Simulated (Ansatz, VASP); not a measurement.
Al6HO: VASP beside Ansatz

```
CELL_PARAMETERS angstrom
5.72468 0.00000 0.00000
-2.86234 4.95772 0.00000
0.00000 0.00000 24.99768
ATOMIC_POSITIONS crystal
Al 0.33333 0.16667 0.32003
Al 0.33333 0.66667 0.32003
Al 0.83333 0.16667 0.32003
Al 0.83333 0.66667 0.32003
Al 0.66667 0.33333 0.41352
Al 0.66667 0.83333 0.41352
Al 0.16667 0.33333 0.41352
Al 0.16667 0.83333 0.41352
Al 0.00000 0.50000 0.50701
Al 0.00000 0.00000 0.50701
Al 0.50000 0.50000 0.50701
Al 0.50000 0.00000 0.50701
O 0.29476 0.39493 0.63049
O 0.26027 0.49215 0.58530
H 0.14990 0.38059 0.65437
H 0.16667 0.33333 0.56142
```

Alike in both runs: task single point; functional PBE; k mesh 6 × 6 × 1; occupations fermi-dirac, width 0.05 eV; no spin polarisation.

```csv
,VASP,Ansatz
version,VASP 6.6.1,Ansatz 0.2.0
potentials or method,"VASP PAW PBE potentials, release 64 (Al, O, H)",Ansatz PAW
plane-wave cutoff (eV),520,420
valence electrons in the cell,50,50
```

Ansatz gave:

* gap on the k mesh at the Fermi level (eV): none
* rms of the force components (eV/Å): 1.150

Problem. Estimate VASP's values.

Solution. gap on the k mesh at the Fermi level (eV): none; rms of the force components (eV/Å): 1.222.

Atom by atom the forces differ by 0.081 eV/Å (rms over components). A gap of «none» marks a metal or a gap that the smearing closes.
